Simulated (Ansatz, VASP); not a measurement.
# Two plane-wave programs on Si3IrRu

INCAR

```
SYSTEM = Si3IrRu
PREC = Accurate ; ENCUT = 520
EDIFF = 1E-7 ; ISMEAR = 0
SIGMA = 0.2 ; LREAL = .FALSE.
LASPH = .TRUE. ; NELM = 80
ALGO = Normal ; ISIF = 2
LWAVE = .FALSE. ; LCHARG = .TRUE.
GGA = PE ; LELF = .TRUE.
LVHAR = .TRUE. ; NBANDS = 46
```

File KPOINTS:

```
regular mesh
0
G
  6 4 4
  0 0 0
```

File POSCAR:

```
Si3IrRu
1.0
   -3.9725332816      0.0000000000      0.0000000000
    0.0000000000      0.0000000000     -5.6793744974
    0.0000000001     -6.8806294786      0.0000000000
Si Ru Ir
6 2 2
Direct
    0.5000000000      0.1384857501      0.5000000000
    1.0000000000      0.1384857501      0.0000000000
    0.5000000000      0.9367141287      0.8333333333
    1.0000000000      0.9367141287      0.3333333333
    0.5000000000      0.5821911645      0.5000000000
    1.0000000000      0.5821911645      0.0000000000
    1.0000000000      0.1907595318      0.6666666667
    0.5000000000      0.1907595318      0.1666666667
    0.5000000000      0.5217548151      0.8333333333
    1.0000000000      0.5217548151      0.3333333333
```

Input for Ansatz:

```yaml
crystal:
  lattice:
    - [-3.9725332816, 0.0, 0.0]
    - [0.0, 0.0, -5.6793744974]
    - [1.0e-10, -6.8806294786, 0.0]
  atoms:
    - { symbol: Si, position: [0.5, 0.1384857501, 0.5] }
    - { symbol: Si, position: [1.0, 0.1384857501, 0.0] }
    - { symbol: Si, position: [0.5, 0.9367141287, 0.8333333333] }
    - { symbol: Si, position: [1.0, 0.9367141287, 0.3333333333] }
    - { symbol: Si, position: [0.5, 0.5821911645, 0.5] }
    - { symbol: Si, position: [1.0, 0.5821911645, 0.0] }
    - { symbol: Ru, position: [1.0, 0.1907595318, 0.6666666667] }
    - { symbol: Ru, position: [0.5, 0.1907595318, 0.1666666667] }
    - { symbol: Ir, position: [0.5, 0.5217548151, 0.8333333333] }
    - { symbol: Ir, position: [1.0, 0.5217548151, 0.3333333333] }
basis:
  ecutwfc: 420
kpoints:
  mp_grid: { grid: [6, 4, 4] }
hamiltonian:
  xc: pbe
scf:
  occupations: { method: gaussian, width: 0.2 }
  lower_state_search: "off"
output:
  forces: true
  stress: true
  eigenvalues: true
```

Alike in both runs: task single point; functional PBE; k mesh 6 × 4 × 4; occupations gaussian, width 0.2 eV; no spin polarisation.

```csv
,VASP,Ansatz
version,VASP 6.6.1,Ansatz 0.2.0
potentials or method,"VASP PAW PBE potentials, release 64 (Si, Ru_pv, Ir), cutoff 520 eV","scalar-relativistic, plane waves, PAW"
valence electrons in the cell,70,90
```

```csv
,VASP,Ansatz,Ansatz less VASP
gap on the k mesh at the Fermi level (eV),none,none,-
pressure (GPa),0.2,0.1,-0.16
"traceless stress, the component that is largest in VASP (GPa)",-0.15,-0.07,+0.083
rms of the force components (eV/Å),0.016,0.008,-0.0079
```

Atom by atom the forces differ by 0.012 eV/Å (rms over components). A gap of «none» marks a metal or a gap that the smearing closes. VASP's potentials hold 70 valence electrons a cell and Ansatz's 90, so a difference there can come from the potentials and not from the codes.

Spin-orbit coupling is off throughout.
